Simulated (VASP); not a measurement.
KF:

```
CELL_PARAMETERS angstrom
0.09646 2.96553 2.96553
2.96553 0.09646 2.96553
2.96553 2.96553 0.09646
ATOMIC_POSITIONS crystal
K 0.00358 0.00358 0.00358
F 0.24642 0.24642 0.24642
```

This cell differs from its parent crystal: epitaxial 111 strain -2.3%.

Base run:

```yaml
Program: VASP 6.6.1
Functional: r2SCAN
Potentials_or_basis: VASP PAW PBE potentials, release 64 (K_sv, F)
Cutoff: 520 eV
k_mesh: 8 × 8 × 8
Occupations: gaussian, width 0.01 eV
Spin: no spin polarisation
```

Its results: band gap on the k mesh 5.78 eV (least direct gap 5.99 eV); pressure 0.4 GPa.

Question: The run is repeated on the same cell with these changes: functional from r2SCAN to PBE; occupations from gaussian, width 0.01 eV to fermi-dirac, width 0.02 eV. What comes out?

Answer: Band gap on the k mesh 5.20 eV (least direct gap 5.41 eV); pressure 1.4 GPa.

Caveats: the PAW data sets were made with another functional, which shifts forces and pressure a little (at least some runs).

A k mesh can miss the band edges.
